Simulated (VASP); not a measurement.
# Ge2Sb2Te5 (P-3m1) in VASP: further runs

Ge2Sb2Te5 is run at these levels: PBE; tasks: single point.

Everything below comes from runs of VASP 6.6.1. Logs are shortened: lines on timing, memory, paths and dates and some standing lists are left out, and cuts for length are marked.

## (1) The cell of the first run

The structure is trigonal, space group P-3m1 (No. 164). The conventional cell has a = 4.263 Å, b = 4.263 Å, c = 18.098 Å, α = 90.00°, β = 90.00°, γ = 120.00°. Ge (site symmetry 3m) has 6 Te at 2.84 to 3.32 Å within 3.7 Å. Sb (site symmetry 3m) has 6 Te at 3.02 to 3.19 Å within 4.0 Å. Te (site symmetry -3m) has 6 Sb at 3.19 Å within 4.2 Å. Within 4.0 Å of Te (site symmetry 3m) lie 3 Sb at 3.02 Å and 3 Ge at 3.32 Å. Within 3.7 Å of Te (site symmetry 3m) lie 3 Ge at 2.84 Å.

## (2) Single point, PBE

Contents of INCAR:

```
PREC     = Accurate       # precision mode
ENCUT    = 520            # plane-wave cutoff, eV
EDIFF    = 1E-6           # SCF threshold, eV
ISMEAR   = 0              # smearing method
SIGMA    = 0.03           # smearing width, eV
LREAL    = False          # projectors in reciprocal space
LASPH    = True           # aspherical terms in the spheres
NELM     = 100            # most SCF steps
ALGO     = Normal         # electronic algorithm
ISIF     = 2              # what is computed and relaxed
LWAVE    = False          # write WAVECAR
LCHARG   = False          # write CHGCAR
GGA      = PE             # functional
NBANDS   = 44             # bands
```

Contents of KPOINTS:

```
Automatic mesh
0
Gamma
  12 12 2
```

Contents of POSCAR:

```
Ge2Sb2Te5
1.0
    4.2629490295      0.0000000000      0.0000000000
   -2.1314745147      3.6918221546      0.0000000000
    0.0000000000      0.0000000000     18.0976006795
Ge Sb Te
2 2 5
Direct
    0.0000000000      0.0000000000      0.3313200918
    0.0000000000      0.0000000000      0.6686799082
    0.3333333333      0.6666666667      0.1120971408
    0.6666666667      0.3333333333      0.8879028592
    0.0000000000      0.0000000000      0.0000000000
    0.3333333333      0.6666666667      0.7914345914
    0.6666666667      0.3333333333      0.2085654086
    0.3333333333      0.6666666667      0.4096023866
    0.6666666667      0.3333333333      0.5903976134
```

Potentials or basis: VASP PAW PBE potentials, release 64 (Ge_d, Sb, Te).

On the command line:

```sh
$ cat potpaw_PBE.64/Ge_d/POTCAR potpaw_PBE.64/Sb/POTCAR potpaw_PBE.64/Te/POTCAR > POTCAR
$ mpirun -np 1 vasp_std > vasp.out
```

OUTCAR:

```text
PREC = Accurate
   ENCUT = 520
   EDIFF = 1E-6
   ISMEAR = 0
   LREAL = False
   LASPH = True
   NELM = 100
   ISIF = 2
   GGA = PE

 ion  position               nearest neighbor table
   1  0.000  0.000  0.331-   8 2.84   8 2.84   8 2.84
   2  0.000  0.000  0.669-   9 2.84   9 2.84   9 2.84
   3  0.333  0.667  0.112-   7 3.02   7 3.02   7 3.02   5 3.19   5 3.19   5 3.19
   4  0.667  0.333  0.888-   6 3.02   6 3.02   6 3.02   5 3.19   5 3.19   5 3.19
   5  0.000  0.000  0.000-   3 3.19   4 3.19   3 3.19   4 3.19   4 3.19   3 3.19
   6  0.333  0.667  0.791-   4 3.02   4 3.02   4 3.02
   7  0.667  0.333  0.209-   3 3.02   3 3.02   3 3.02
   8  0.333  0.667  0.410-   1 2.84   1 2.84   1 2.84
   9  0.667  0.333  0.590-   2 2.84   2 2.84   2 2.84

  LATTYP: Found a hexagonal cell.
 ALAT       =     4.2629490295
 C/A-ratio  =     4.2453242003

  Lattice vectors:

 A1 = (   4.2629490295,   0.0000000000,   0.0000000000)
 A2 = (  -2.1314745147,   3.6918221546,   0.0000000000)
 A3 = (   0.0000000000,   0.0000000000,  18.0976006795)

Analysis of symmetry for initial positions (statically):
=====================================================================
 Subroutine PRICEL returns:
 Original cell was already a primitive cell.

 Routine SETGRP: Setting up the symmetry group for a
 hexagonal supercell.

 Subroutine GETGRP returns: Found 12 space group operations
 (whereof 12 operations were pure point group operations)
 out of a pool of 24 trial point group operations.

The static configuration has the point symmetry D_3d.

Analysis of symmetry for dynamics (positions and initial velocities):
=====================================================================
 Subroutine PRICEL returns:
 Original cell was already a primitive cell.

 Routine SETGRP: Setting up the symmetry group for a
 hexagonal supercell.

 Subroutine GETGRP returns: Found 12 space group operations
 (whereof 12 operations were pure point group operations)
 out of a pool of 24 trial point group operations.

The dynamic configuration has the point symmetry D_3d.

 Subroutine INISYM returns: Found 12 space group operations
 (whereof 12 operations are pure point group operations),
 and found     1 'primitive' translations

----------------------------------------------------------------------------------------

                                     Primitive cell

  volume of cell :     284.8209

  direct lattice vectors                    reciprocal lattice vectors
     4.262949029  0.000000000  0.000000000     0.234579394  0.135434476  0.000000000
    -2.131474515  3.691822155  0.000000000     0.000000000  0.270868953  0.000000000
     0.000000000  0.000000000 18.097600680     0.000000000  0.000000000  0.055255943

  length of vectors
     4.262949029  4.262949029 18.097600680     0.270868953  0.270868953  0.055255943

  position of ions in fractional coordinates (direct lattice)
     0.000000000  0.000000000  0.331320092
     0.000000000  0.000000000  0.668679908
     0.333333333  0.666666667  0.112097141
     0.666666667  0.333333333  0.887902859
     0.000000000  0.000000000  0.000000000
     0.333333333  0.666666667  0.791434591
     0.666666667  0.333333333  0.208565409
     0.333333333  0.666666667  0.409602387
     0.666666667  0.333333333  0.590397613

  ion indices of the primitive-cell ions
   primitive index   ion index
                 1           1
                 2           2
                 3           3
                 4           4
                 5           5
                 6           6
                 7           7
                 8           8
                 9           9

----------------------------------------------------------------------------------------

 KPOINTS: Automatic mesh

Automatic generation of k-mesh.
 Grid dimensions read from file:
 generate k-points for:   12   12    2

 Generating k-lattice:

  Cartesian coordinates                     Fractional coordinates (reciprocal lattice)
     0.019548283  0.011286206  0.000000000     0.083333333 -0.000000000  0.000000000
     0.000000000  0.022572413  0.000000000     0.000000000  0.083333333  0.000000000
     0.000000000  0.000000000  0.027627972     0.000000000  0.000000000  0.500000000

  Length of vectors
     0.022572413  0.022572413  0.027627972

  Shift w.r.t. Gamma in fractional coordinates (k-lattice)
     0.000000000  0.000000000  0.000000000

 Subroutine IBZKPT returns following result:
 ===========================================

 Found     38 irreducible k-points:

 Following reciprocal coordinates:
            Coordinates               Weight
  0.000000  0.000000  0.000000      1.000000
  0.083333 -0.000000  0.000000      6.000000
  0.166667  0.000000  0.000000      6.000000
  0.250000 -0.000000  0.000000      6.000000
  0.333333 -0.000000  0.000000      6.000000
  0.416667  0.000000  0.000000      6.000000
[... 16 lines left out ...]
  0.250000 -0.000000  0.500000      6.000000
  0.333333 -0.000000  0.500000      6.000000
 [... further k-points ...]
   k-points           NKPTS =     38   k-points in BZ     NKDIM =     38   number of bands    NBANDS=     44
   number of dos      NEDOS =    301   number of ions     NIONS =      9
   total plane-waves  NPLWV = 143360
   dimension x,y,z NGX =    32 NGY =   32 NGZ =  140
   dimension x,y,z NGXF=    64 NGYF=   64 NGZF=  280
   ions per type =               2   2   5
   NGX,Y,Z   is equivalent  to a cutoff of  12.48, 12.48, 12.86 a.u.
   NGXF,Y,Z  is equivalent  to a cutoff of  24.96, 24.96, 25.72 a.u.
 SYSTEM =  unknown system
   PREC   = accura    normal or accurate (medium, high low for compatibility)
   ISTART =      0    job   : 0-new  1-cont  2-samecut
   ICHARG =      2    charge: 1-file 2-atom 10-const
   ISPIN  =      1    spin polarized calculation?
   LNONCOLLINEAR =      F non collinear calculations
   LSORBIT =      F    spin-orbit coupling
   LASPH  =      T    aspherical Exc in radial PAW
   ENCUT  =  520.0 eV  38.22 Ry    6.18 a.u.   7.93  7.93 33.65*2*pi/ulx,y,z
   NELM   =    100;   NELMIN=  2; NELMDL= -5     # of ELM steps
   EDIFF  = 0.1E-05   stopping-criterion for ELM
   LREAL  =      F    real-space projection
   EDIFFG = 0.1E-04   stopping-criterion for IOM
   NSW    =      0    number of steps for IOM
   IBRION =     -1    ionic relax: 0-MD 1-quasi-New 2-CG
   NFREE  =      0    steps in history (QN), initial steepest desc. (CG)
   ISIF   =      2    stress and relaxation
   ISYM   =      2    0-nonsym 1-usesym 2-fastsym
   POTIM  = 0.5000    time-step for ionic-motion
   TEBEG  =    0.0;   TEEND  =   0.0 temperature during run
   PSTRESS=    0.0 pullay stress
   NELECT =      68.0000    total number of electrons
   NUPDOWN=      -1.0000    fix difference up-down
   EMIN   =  10.00;   EMAX   =-10.00  energy-range for DOS
   EFERMI =   0.00;   METHOD = LEGACY
   ISMEAR =     0;   SIGMA  =   0.03  broadening in eV -4-tet -1-fermi 0-gaus
   EFERMI_NEDOS =   21; number of points for ismear=-14 and -15
   IALGO  =     38    algorithm
   IMIX   =      4    mixing-type and parameters
     AMIX     =   0.40;   BMIX     =  1.00
     AMIX_MAG =   1.60;   BMIX_MAG =  1.00
  volume/ion in A,a.u.               =      31.65       213.56
  Fermi-wavevector in a.u.,A,eV,Ry     =   1.015595  1.919196 14.033497  1.031433
  Thomas-Fermi vector in A             =   2.148890
   LORBIT       =      0    0 simple, 1 ext, 2 COOP (PROOUT), +10 PAW based schemes
   GGA     = PE    functional components
   LHFCALC =     F    Hartree Fock is set to
   AEXX    =    0.0000 exact exchange contribution
   IVDW    =     0    specifies the selected vdW correction
   LEPSILON=     F    determine dielectric tensor
   LRPA    =     F    only Hartree local field effects (RPA)
 non-spin polarized calculation
 Gauss-broadening in eV      SIGMA  =   0.03
  energy-cutoff  :      520.00
  volume of cell :      284.82
 maximum number of plane-waves:      7734
 NGX is ok and might be reduce to    32
   NGX = 15   NGY = 15   NGZ = 67

 number of electron      68.0000027 magnetization

 Free energy of the ion-electron system (eV)
  ---------------------------------------------------
  ext. energy  EPLUGINS =         0.00000000
  ---------------------------------------------------
  free energy    TOTEN  =       -33.84923375 eV

  energy without entropy =      -33.84846613  energy(sigma->0) =      -33.84884994

 E-fermi :   5.9319     XC(G=0):  -9.1940

 val. band max:        5.9254529103   @ k =   0.0833  -0.0000   0.5000
 cond. band min:       5.9425976280   @ k =   0.0833  -0.0000   0.5000
 fundamental gap:      0.0171447177
 Fermi energy:         5.9318972454

 k-point     1 :       0.0000    0.0000    0.0000
  band No.  band energies     occupation
      1     -18.9681      2.00000
      2     -18.9681      2.00000
      3     -18.9681      2.00000
      4     -18.9681      2.00000
      5     -18.9564      2.00000
      6     -18.9564      2.00000
[... 36 lines left out ...]
     43       7.8009      0.00000
     44       7.9989      0.00000

 k-point     2 :       0.0833   -0.0000    0.0000
  band No.  band energies     occupation
      1     -18.9682      2.00000
      2     -18.9682      2.00000
      3     -18.9679      2.00000
      4     -18.9679      2.00000
      5     -18.9565      2.00000
      6     -18.9565      2.00000
[... 36 lines left out ...]
     43       8.0467      0.00000
     44       8.2107      0.00000

 k-point     3 :       0.1667    0.0000    0.0000
  band No.  band energies     occupation
      1     -18.9685      2.00000
      2     -18.9685      2.00000
      3     -18.9675      2.00000
      4     -18.9675      2.00000
      5     -18.9567      2.00000
      6     -18.9567      2.00000
[... 976 lines left out ...]
     43       8.7966      0.00000
     44       8.8666      0.00000

 k-point    24 :       0.3333   -0.0000    0.5000
  band No.  band energies     occupation
      1     -18.9694      2.00000
      2     -18.9694      2.00000
      3     -18.9663      2.00000
      4     -18.9663      2.00000
      5     -18.9574      2.00000
      6     -18.9574      2.00000
[... 36 lines left out ...]
     43       8.8969      0.00000
     44       8.9138      0.00000

 [... further k-points ...]
[... 5 lines left out ...]
  --------------------------------------------------------------------------------------
  -------------------------------------------------------------------------------------
  Total        0.0339551      0.0339551      0.0031607      0.0000000      0.0000000      0.0000000
  in kB        0.1910043      0.1910043      0.0177796      0.0000000      0.0000000      0.0000000
  external PRESSURE =       0.1332628 kB  Pullay stress =       0.0000000 kB

 VOLUME and BASIS-vectors are now :
 -----------------------------------------------------------------------------
  energy-cutoff  :      520.00
  volume of cell :      284.82
      direct lattice vectors                 reciprocal lattice vectors
     4.262949029  0.000000000  0.000000000     0.234579394  0.135434476  0.000000000
    -2.131474515  3.691822155  0.000000000     0.000000000  0.270868953  0.000000000
     0.000000000  0.000000000 18.097600680     0.000000000  0.000000000  0.055255943

 POSITION                                       TOTAL-FORCE (eV/Angst)
 -----------------------------------------------------------------------------------
      0.00000      0.00000      5.99610        -0.000000      0.000000     -0.002527
      0.00000      0.00000     12.10150         0.000000      0.000000      0.002527
     -0.00000      2.46121      2.02869        -0.000000      0.000000     -0.024849
      2.13147      1.23061     16.06891        -0.000000      0.000000      0.024849
      0.00000      0.00000      0.00000        -0.000000      0.000000      0.000000
     -0.00000      2.46121     14.32307         0.000000     -0.000000     -0.012547
      2.13147      1.23061      3.77453        -0.000000      0.000000      0.012547
     -0.00000      2.46121      7.41282         0.000000      0.000000      0.009212
      2.13147      1.23061     10.68478        -0.000000     -0.000000     -0.009212
 -----------------------------------------------------------------------------------
    total drift:                               -0.000000     -0.000000      0.000000

  FREE ENERGIE OF THE ION-ELECTRON SYSTEM (eV)
  ---------------------------------------------------
  free  energy   TOTEN  =       -33.8492337524 eV

  energy  without entropy=      -33.8484661305  energy(sigma->0) =      -33.84884994
```

Wall time 15 min (1 thread of Intel Xeon Platinum 8259CL at 2.50GHz (Skylake/Cascade Lake), shared host); peak memory 0.65 GiB.

Results:

* Free energy: -33.8492 eV
* Pressure: 0.0 GPa
* Largest force: 0.025 eV/Å
* Band gap on the k mesh: 0.02 eV, direct

Forces in eV/Å, atoms in the order of the input:
```
Ge   0.000  0.000 -0.003
Ge   0.000  0.000  0.003
Sb   0.000  0.000 -0.025
Sb   0.000  0.000  0.025
Te   0.000  0.000  0.000
Te   0.000  0.000 -0.013
Te   0.000  0.000  0.013
Te   0.000  0.000  0.009
Te   0.000  0.000 -0.009
```

Caveat: spin-orbit coupling is left out, which moves the levels of the heavy elements; this functional lacks dispersion, which binds the layers, so the pressure and a relaxed spacing across them are unreliable.

## (3) Single point, PBE

Contents of INCAR:

```
SYSTEM = Ge2Sb2Te5
  PREC = Accurate
  ENCUT = 520
  EDIFF = 1E-6
  ISMEAR = 0
  SIGMA = 0.01
  LREAL = .False.
  LASPH = .True.
  NELM = 100
  ALGO = Normal
  ISIF = 2
  LWAVE = .False.
  LCHARG = .False.
  GGA = PE
  NBANDS = 44
```

Contents of KPOINTS:

```
regular mesh
0
Gamma
  9 9 2
  0 0 0
```

POSCAR is that of step 2.

Potentials or basis: VASP PAW PBE potentials, release 64 (Ge_d, Sb, Te).

On the command line:

```sh
$ cat potpaw_PBE.64/Ge_d/POTCAR potpaw_PBE.64/Sb/POTCAR potpaw_PBE.64/Te/POTCAR > POTCAR
$ mpirun -np 1 vasp_std > vasp.out
```

Wall time 9.1 min (1 thread of Intel Xeon Platinum 8259CL at 2.50GHz (Skylake/Cascade Lake), shared host); peak memory 0.53 GiB.

The run converged. Its results:

```yaml
Free_energy: -33.8561 eV
Pressure: 0.0 GPa
Largest_force: 0.018 eV/Å
Band_gap_on_the_k_mesh: 0.17 eV, indirect (least direct gap 0.25 eV)
```

Forces on the atoms (eV/Å):
```
Ge   0.000  0.000 -0.015
Ge   0.000  0.000  0.015
Sb   0.000  0.000 -0.018
Sb   0.000  0.000  0.018
Te   0.000  0.000  0.000
Te   0.000  0.000 -0.015
Te   0.000  0.000  0.015
Te   0.000  0.000  0.013
Te   0.000  0.000 -0.013
```

Levels at points of the mesh, in eV from the valence-band top:
```
           k point  band 30  band 31  band 32  band 33  band 34  band 35  band 36  band 37  band 38  band 39
(0.00, 0.00, 0.00)    -1.30    -1.30    -1.19    -1.04    -0.01     0.24     0.24     0.25     1.14     1.14
(0.00, 0.00, 0.50)    -1.37    -1.35    -1.35    -0.91    -0.02     0.25     0.25     0.26     1.09     1.09
```

Caveat: spin-orbit coupling is left out, which moves the levels of the heavy elements; this functional lacks dispersion, which binds the layers, so the pressure and a relaxed spacing across them are unreliable. A k mesh can miss the band edges.
